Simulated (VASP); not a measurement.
# Br (P6_3/mmc) in VASP: relaxation of cell and atoms with PBE

Aim: the relaxation of cell and atoms of Br with PBE.

Everything below comes from runs of VASP 6.6.1. Logs are shortened: lines on timing, memory, paths and dates and some standing lists are left out, and cuts for length are marked.

## 1. The cell of the first run

It takes space group P6_3/mmc (No. 194, hexagonal). The conventional cell has a = 3.924 Å, b = 3.924 Å, c = 4.296 Å, α = 90.00°, β = 90.00°, γ = 120.00°. Within 4.1 Å of Br (site symmetry -6m2) lie 12 Br at 3.12 to 3.92 Å.

## 2. Relaxation of cell and atoms, PBE

File INCAR:

```
ALGO = Normal
EDIFF = 1E-6
EDIFFG = -0.03
ENCUT = 600
GGA = PE
IBRION = 2
ISIF = 3
ISMEAR = 1
LASPH = T
LCHARG = F
LREAL = F
LWAVE = F
NELM = 60
NSW = 80
PREC = Accurate
SIGMA = 0.02
```

File KPOINTS:

```
k-points
0
Gamma
  13 13 10
```

File POSCAR:

```
Br
1.0
    3.9236795851      0.0000000000      0.0000000000
   -1.9618397926      3.3980061970      0.0000000000
    0.0000000000      0.0000000000      4.2957920915
Br
2
Direct
    0.3333333333      0.6666666667      0.2500000000
    0.6666666667      0.3333333333      0.7500000000
```

Potentials or basis: VASP PAW PBE potentials, release 64 (Br).

The run is started by

```console
> cat potpaw_PBE.64/Br/POTCAR > POTCAR
> mpirun -np 1 vasp_std > vasp.out
```

OUTCAR:

```text
EDIFF = 1E-6
   EDIFFG = -0.03
   ENCUT = 600
   GGA = PE
   IBRION = 2
   ISIF = 3
   ISMEAR = 1
   LASPH = T
   LREAL = F
   NELM = 60
   NSW = 80
   PREC = Accurate

 ion  position               nearest neighbor table
   1  0.333  0.667  0.250-
   2  0.667  0.333  0.750-

  LATTYP: Found a hexagonal cell.
 ALAT       =     3.9236795851
 C/A-ratio  =     1.0948376386

  Lattice vectors:

 A1 = (   3.9236795851,   0.0000000000,   0.0000000000)
 A2 = (  -1.9618397926,   3.3980061970,   0.0000000000)
 A3 = (   0.0000000000,   0.0000000000,   4.2957920915)

Analysis of symmetry for initial positions (statically):
=====================================================================
 Subroutine PRICEL returns:
 Original cell was already a primitive cell.

 Routine SETGRP: Setting up the symmetry group for a
 hexagonal supercell.

 Subroutine GETGRP returns: Found 24 space group operations
 (whereof 12 operations were pure point group operations)
 out of a pool of 24 trial point group operations.

The static configuration has the point symmetry D_3d.
 The point group associated with its full space group is D_6h.

Analysis of symmetry for dynamics (positions and initial velocities):
=====================================================================
 Subroutine PRICEL returns:
 Original cell was already a primitive cell.

 Routine SETGRP: Setting up the symmetry group for a
 hexagonal supercell.

 Subroutine GETGRP returns: Found 24 space group operations
 (whereof 12 operations were pure point group operations)
 out of a pool of 24 trial point group operations.

The dynamic configuration has the point symmetry D_3d.
 The point group associated with its full space group is D_6h.

 Subroutine INISYM returns: Found 24 space group operations
 (whereof 12 operations are pure point group operations),
 and found     1 'primitive' translations

----------------------------------------------------------------------------------------

                                     Primitive cell

  volume of cell :      57.2745

  direct lattice vectors                    reciprocal lattice vectors
     3.923679585  0.000000000  0.000000000     0.254862809  0.147145111  0.000000000
    -1.961839793  3.398006197  0.000000000     0.000000000  0.294290223  0.000000000
     0.000000000  0.000000000  4.295792092     0.000000000  0.000000000  0.232785940

  length of vectors
     3.923679585  3.923679585  4.295792092     0.294290223  0.294290223  0.232785940

  position of ions in fractional coordinates (direct lattice)
     0.333333333  0.666666667  0.250000000
     0.666666667  0.333333333  0.750000000

  ion indices of the primitive-cell ions
   primitive index   ion index
                 1           1
                 2           2

----------------------------------------------------------------------------------------

 KPOINTS: k-points

Automatic generation of k-mesh.
 Grid dimensions read from file:
 generate k-points for:   13   13   10

 Generating k-lattice:

  Cartesian coordinates                     Fractional coordinates (reciprocal lattice)
     0.019604831  0.011318855  0.000000000     0.076923077  0.000000000  0.000000000
     0.000000000  0.022637709  0.000000000     0.000000000  0.076923077  0.000000000
     0.000000000  0.000000000  0.023278594     0.000000000  0.000000000  0.100000000

  Length of vectors
     0.022637709  0.022637709  0.023278594

  Shift w.r.t. Gamma in fractional coordinates (k-lattice)
     0.000000000  0.000000000  0.000000000

 Subroutine IBZKPT returns following result:
 ===========================================

 Found    126 irreducible k-points:

 Following reciprocal coordinates:
            Coordinates               Weight
  0.000000  0.000000  0.000000      1.000000
  0.076923 -0.000000  0.000000      6.000000
  0.153846 -0.000000  0.000000      6.000000
  0.230769  0.000000  0.000000      6.000000
  0.307692 -0.000000  0.000000      6.000000
  0.384615 -0.000000  0.000000      6.000000
[... 16 lines left out ...]
  0.076923 -0.000000  0.100000     12.000000
  0.153846 -0.000000  0.100000     12.000000
 [... further k-points ...]
   k-points           NKPTS =    126   k-points in BZ     NKDIM =    126   number of bands    NBANDS=     11
   number of dos      NEDOS =    301   number of ions     NIONS =      2
   total plane-waves  NPLWV =  36864
   dimension x,y,z NGX =    32 NGY =   32 NGZ =   36
   dimension x,y,z NGXF=    64 NGYF=   64 NGZF=   72
   ions per type =               2
   NGX,Y,Z   is equivalent  to a cutoff of  13.56, 13.56, 13.93 a.u.
   NGXF,Y,Z  is equivalent  to a cutoff of  27.12, 27.12, 27.86 a.u.
 SYSTEM =  unknown system
   PREC   = accura    normal or accurate (medium, high low for compatibility)
   ISTART =      0    job   : 0-new  1-cont  2-samecut
   ICHARG =      2    charge: 1-file 2-atom 10-const
   ISPIN  =      1    spin polarized calculation?
   LNONCOLLINEAR =      F non collinear calculations
   LSORBIT =      F    spin-orbit coupling
   LASPH  =      T    aspherical Exc in radial PAW
   ENCUT  =  600.0 eV  44.10 Ry    6.64 a.u.   7.84  7.84  8.58*2*pi/ulx,y,z
   NELM   =     60;   NELMIN=  2; NELMDL= -5     # of ELM steps
   EDIFF  = 0.1E-05   stopping-criterion for ELM
   LREAL  =      F    real-space projection
   EDIFFG = -.3E-01   stopping-criterion for IOM
   NSW    =     80    number of steps for IOM
   IBRION =      2    ionic relax: 0-MD 1-quasi-New 2-CG
   NFREE  =      1    steps in history (QN), initial steepest desc. (CG)
   ISIF   =      3    stress and relaxation
   ISYM   =      2    0-nonsym 1-usesym 2-fastsym
   POTIM  = 0.5000    time-step for ionic-motion
   TEBEG  =    0.0;   TEEND  =   0.0 temperature during run
   PSTRESS=    0.0 pullay stress
   NELECT =      14.0000    total number of electrons
   NUPDOWN=      -1.0000    fix difference up-down
   EMIN   =  10.00;   EMAX   =-10.00  energy-range for DOS
   EFERMI =   0.00;   METHOD = LEGACY
   ISMEAR =     1;   SIGMA  =   0.02  broadening in eV -4-tet -1-fermi 0-gaus
   EFERMI_NEDOS =   21; number of points for ismear=-14 and -15
   IALGO  =     38    algorithm
   IMIX   =      4    mixing-type and parameters
     AMIX     =   0.40;   BMIX     =  1.00
     AMIX_MAG =   1.60;   BMIX_MAG =  1.00
  volume/ion in A,a.u.               =      28.64       193.25
  Fermi-wavevector in a.u.,A,eV,Ry     =   1.023601  1.934325 14.255615  1.047758
  Thomas-Fermi vector in A             =   2.157343
   LORBIT       =      0    0 simple, 1 ext, 2 COOP (PROOUT), +10 PAW based schemes
   GGA     = PE    functional components
   LHFCALC =     F    Hartree Fock is set to
   AEXX    =    0.0000 exact exchange contribution
   IVDW    =     0    specifies the selected vdW correction
   LEPSILON=     F    determine dielectric tensor
   LRPA    =     F    only Hartree local field effects (RPA)
 conjugate gradient relaxation of ions
 non-spin polarized calculation
 Methfessel and Paxton  Order N= 1 SIGMA  =   0.02
  energy-cutoff  :      600.00
  volume of cell :       57.27
 maximum number of plane-waves:      1943
 NGX is ok and might be reduce to    32
   NGX = 15   NGY = 15   NGZ = 17

 number of electron      14.0000000 magnetization

 Free energy of the ion-electron system (eV)
  ---------------------------------------------------
  ext. energy  EPLUGINS =         0.00000000
  ---------------------------------------------------
  free energy    TOTEN  =        -2.26576447 eV

  energy without entropy =       -2.26583764  energy(sigma->0) =       -2.26578886

 E-fermi :   1.1855     XC(G=0):  -8.8057

 val. band max:        1.1826989452   @ k =   0.2308   0.0769   0.5000
 cond. band min:       1.1895272359   @ k =   0.3077  -0.0000   0.1000
 fundamental gap:      0.0068282908
 Fermi energy:         1.1854737691

 k-point     1 :       0.0000    0.0000    0.0000
  band No.  band energies     occupation
      1     -14.3088      2.00000
      2     -11.9189      2.00000
      3      -2.7510      2.00000
      4      -0.8402      2.00000
      5      -0.8402      2.00000
      6       1.0048      2.00000
      7       1.0048      2.00000
      8       2.0902      0.00000
      9       7.4816      0.00000
     10       7.9219      0.00000
     11      11.6983      0.00000

 k-point     2 :       0.0769   -0.0000    0.0000
  band No.  band energies     occupation
      1     -14.2741      2.00000
      2     -11.9413      2.00000
      3      -2.7023      2.00000
      4      -0.9393      2.00000
      5      -0.9111      2.00000
      6       0.8877      2.00000
      7       1.0551      2.00000
      8       2.0005      0.00000
      9       7.6396      0.00000
     10       8.1745      0.00000
     11      11.2736      0.00000

 k-point     3 :       0.1538   -0.0000    0.0000
  band No.  band energies     occupation
      1     -14.1728      2.00000
      2     -12.0090      2.00000
      3      -2.5585      2.00000
      4      -1.2040      2.00000
      5      -1.0866      2.00000
      6       0.6049      2.00000
      7       1.1716      1.91475
      8       1.7460      0.00000
      9       8.0283      0.00000
     10       8.8096      0.00000
     11      10.6365      0.00000
[... 267 lines left out ...]
 k-point    23 :       0.0769   -0.0000    0.1000
  band No.  band energies     occupation
      1     -14.2282      2.00000
      2     -12.0147      2.00000
      3      -2.6338      2.00000
      4      -0.8760      2.00000
      5      -0.8665      2.00000
      6       0.7957      2.00000
      7       1.0064      2.00000
      8       1.8570      0.00000
      9       7.8137      0.00000
     10       8.3332      0.00000
     11      11.0957      0.00000

 k-point    24 :       0.1538   -0.0000    0.1000
  band No.  band energies     occupation
      1     -14.1288      2.00000
      2     -12.0737      2.00000
      3      -2.5585      2.00000
      4      -1.0783      2.00000
      5      -1.0387      2.00000
      6       0.4272      2.00000
      7       1.1095      2.00000
      8       1.7382      0.00000
      9       8.1892      0.00000
     10       8.8549      0.00000
     11      10.7229      0.00000

 [... further k-points ...]

------------------------ aborting loop because EDIFF is reached ----------------------------------------

  FORCE on cell =-STRESS in cart. coord.  units (eV):
  Direction    XX          YY          ZZ          XY          YZ          ZX
  --------------------------------------------------------------------------------------
  -------------------------------------------------------------------------------------
  Total        0.0217712      0.0217712     -0.0235760     -0.0000000      0.0000000      0.0000000
  in kB        0.6090198      0.6090198     -0.6595066     -0.0000000      0.0000000      0.0000000
  external PRESSURE =       0.1861777 kB  Pullay stress =       0.0000000 kB

 VOLUME and BASIS-vectors are now :
 -----------------------------------------------------------------------------
  energy-cutoff  :      600.00
  volume of cell :       57.27
      direct lattice vectors                 reciprocal lattice vectors
     3.923679585  0.000000000  0.000000000     0.254862809  0.147145111  0.000000000
    -1.961839793  3.398006197  0.000000000     0.000000000  0.294290223  0.000000000
     0.000000000  0.000000000  4.295792092     0.000000000  0.000000000  0.232785940

 POSITION                                       TOTAL-FORCE (eV/Angst)
 -----------------------------------------------------------------------------------
     -0.00000      2.26534      1.07395         0.000000      0.000000      0.000000
      1.96184      1.13267      3.22184        -0.000000     -0.000000      0.000000
 -----------------------------------------------------------------------------------
    total drift:                               -0.000000      0.000000     -0.000000

  FREE ENERGIE OF THE ION-ELECTRON SYSTEM (eV)
  ---------------------------------------------------
  free  energy   TOTEN  =        -2.2657644696 eV

  energy  without entropy=       -2.2658376373  energy(sigma->0) =       -2.26578886

 reached required accuracy - stopping structural energy minimisation
```

It took 22 s on 1 thread of Intel Xeon 6975P-C (Granite Rapids), shared host; peak memory 0.23 GiB.

Results:

```
Free energy             : -2.2658 eV
Pressure after relaxing : 0.0 GPa
Band gap on the k mesh  : zero (bands 7 and 8 overlap by 1.91 eV)
```

Final structure:
```xyz
2
Lattice="3.9237 0.0000 0.0000 -1.9618 3.3980 0.0000 0.0000 0.0000 4.2958" Properties=species:S:1:pos:R:3 pbc="T T T"
Br    0.0000    2.2653    1.0739
Br    1.9618    1.1327    3.2218
```

Caveat: the relaxation stopped at its first step, so nothing moved.
